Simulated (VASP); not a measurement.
A run of VASP 6.6.1 is set up as follows.

File POSCAR:

```
MgO
1.0
   -0.4627172392      1.9306477911      1.9306477911
    1.9306477911     -0.4627172392      1.9306477911
    1.9306477911      1.9306477911     -0.4627172392
Mg O
1 1
Direct
    0.0000000000      0.0000000000      0.0000000000
    0.5000000000      0.5000000000      0.5000000000
```

File INCAR.step1:

```
PREC = Accurate
ENCUT = 520
ISMEAR = 0
SIGMA = 0.05
LREAL = False
LASPH = True
NELM = 100
NBANDS = 11
GGA = PE
ALGO = Normal
EDIFF = 1E-4
LWAVE = True
LCHARG = False
```

Contents of INCAR.step2:

```
PREC = Accurate
ENCUT = 520
EDIFF = 1E-6
ISMEAR = 0
SIGMA = 0.05
LREAL = False
LASPH = True
NELM = 100
ALGO = Normal
ISIF = 2
LWAVE = False
LCHARG = False
METAGGA = R2SCAN
LMIXTAU = True
NBANDS = 11
ISTART = 1
```

File KPOINTS:

```
Automatic mesh
0
Gamma
  10 10 10
```

Potentials or basis: VASP PAW PBE potentials, release 64 (Mg, O).

Run with:

```console
$ cat potpaw_PBE.64/Mg/POTCAR potpaw_PBE.64/O/POTCAR > POTCAR
$ cp INCAR.step1 INCAR
$ mpirun -np 1 vasp_std > vasp.out
$ cp INCAR.step2 INCAR
$ mpirun -np 1 vasp_std > vasp.out
```

Predict the pressure.

-8.3 GPa.

Estimate the band gap on the k mesh.

3.44 eV, direct.

Stress tensor (GPa, compression positive):
```
-8.34 15.49 15.49
15.49 -8.34 15.49
15.49 15.49 -8.34
```

Caveat: the PAW data sets were made with another functional, which shifts forces and pressure a little.
